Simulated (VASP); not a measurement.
## HfO2: single point with PBE

Crystal: HfO2.

```
Hf O
1.0
     5.08911    0.00000    0.00000
     0.00000    4.87946    0.00000
     0.00000    0.00000    4.90752
Hf O
4 8
Direct
  0.03359 0.27016 0.25073
  0.46641 0.27016 0.75073
  0.53359 0.72984 0.25073
  0.96641 0.72984 0.75073
  0.38411 0.08933 0.36081
  0.11589 0.08933 0.86081
  0.74492 0.44975 0.50146
  0.75508 0.44975 0.00146
  0.25508 0.55025 0.00146
  0.24492 0.55025 0.50146
  0.88411 0.91067 0.36081
  0.61589 0.91067 0.86081
```

This cell differs from its parent crystal: strain -3.0%.

```yaml
Program: VASP 6.6.1
Task: single point
Functional: PBE
Potentials_or_basis: VASP PAW PBE potentials, release 64 (Hf_pv, O)
Cutoff: 520 eV
k_mesh: 6 × 6 × 6
Occupations: fermi-dirac, width 0.02 eV
Spin: no spin polarisation
```

```json
{"Pressure": "26.3 GPa", "Largest force": "0.061 eV/Å", "Band gap on the k mesh": "4.68 eV"}
```

Forces on the atoms (eV/Å):
```
Hf   0.046  0.038 -0.011
Hf  -0.046  0.038 -0.011
Hf   0.046 -0.038 -0.011
Hf  -0.046 -0.038 -0.011
O   -0.013  0.035  0.025
O    0.013  0.035  0.025
O    0.009 -0.006 -0.014
O   -0.009 -0.006 -0.014
O   -0.009  0.006 -0.014
O    0.009  0.006 -0.014
O   -0.013 -0.035  0.025
O    0.013 -0.035  0.025
```

Stress tensor (GPa, compression positive):
```
28.18  0.00  0.00
 0.00 27.00  0.00
 0.00  0.00 23.85
```

Levels at points of the mesh, in eV from the valence-band top:
| k point | band 42 | band 43 | band 44 | band 45 | band 46 | band 47 |
| --- | --- | --- | --- | --- | --- | --- |
| (0.00, 0.00, 0.00) | -0.09 | -0.06 | -0.01 | 5.30 | 5.57 | 5.67 |
| (0.50, 0.00, 0.00) | -0.56 | -0.35 | -0.35 | 5.55 | 5.55 | 5.97 |
| (0.00, 0.50, 0.00) | -0.29 | -0.25 | 0.00 | 4.68 | 5.22 | 5.27 |
| (0.50, 0.50, 0.00) | -0.47 | -0.40 | -0.40 | 5.06 | 5.06 | 5.50 |
| (0.00, 0.00, 0.50) | -0.30 | -0.27 | -0.27 | 5.12 | 5.12 | 5.82 |
| (0.50, 0.00, 0.50) | -0.74 | -0.74 | -0.74 | 5.71 | 5.71 | 5.71 |
| (0.00, 0.50, 0.50) | -1.11 | -0.40 | -0.40 | 4.88 | 4.88 | 5.39 |
| (0.50, 0.50, 0.50) | -0.77 | -0.77 | -0.77 | 5.11 | 5.11 | 5.11 |

It took 14 min on 1 thread of Intel Xeon 8259CL (shared host), peak memory 0.43 GiB.

Caveat: the cell differs from its parent crystal (strain -3.0%); the cell stands under pressure; spin-orbit coupling is left out, which moves the levels of the heavy elements. A k mesh can miss the band edges.
